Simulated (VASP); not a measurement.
AlNi: single point with LDA

AlNi:

```
CELL_PARAMETERS angstrom
2.83275 0.00000 0.00000
0.00000 2.83275 0.00000
0.00000 0.00000 2.83275
ATOMIC_POSITIONS crystal
Al 0.50000 0.50000 0.50000
Ni 0.00000 0.00000 0.00000
```

* Program: VASP 6.6.1
* Task: single point
* Functional: LDA
* Potentials or basis: VASP PAW LDA potentials, release 64 (Al, Ni)
* Cutoff: 520 eV
* k mesh: 14 × 14 × 14
* Occupations: gaussian, width 0.1 eV
* Spin: no spin polarisation

| Quantity | Value |
| --- | --- |
| Pressure | 0.4 GPa |

Levels at points of the mesh, in eV from the Fermi level:
| k point | band 3 | band 4 | band 5 | band 6 | band 7 | band 8 | band 9 | band 10 | band 11 | band 12 |
| --- | --- | --- | --- | --- | --- | --- | --- | --- | --- | --- |
| (0.00, 0.00, 0.00) | -3.47 | -1.64 | -1.64 | -1.64 | 5.71 | 5.71 | 5.71 | 8.41 | 8.41 | 14.52 |
| (0.50, 0.00, 0.00) | -2.96 | -2.40 | -2.40 | -1.55 | -0.67 | 8.45 | 10.26 | 10.26 | 11.36 | 11.36 |
| (0.50, 0.50, 0.00) | -2.94 | -2.94 | -2.22 | -2.22 | -1.08 | 1.58 | 2.75 | 12.73 | 15.58 | 15.58 |
| (0.50, 0.50, 0.50) | -4.33 | -1.04 | -1.04 | 2.02 | 2.02 | 2.02 | 4.08 | 4.74 | 4.74 | 4.74 |

Wall time 28 s on 1 thread of AMD EPYC 7R13 Processor (Zen 3) (shared host), peak memory 0.12 GiB.

Spin polarisation is off, so any magnetic state and its effect on volume and gap are missing.
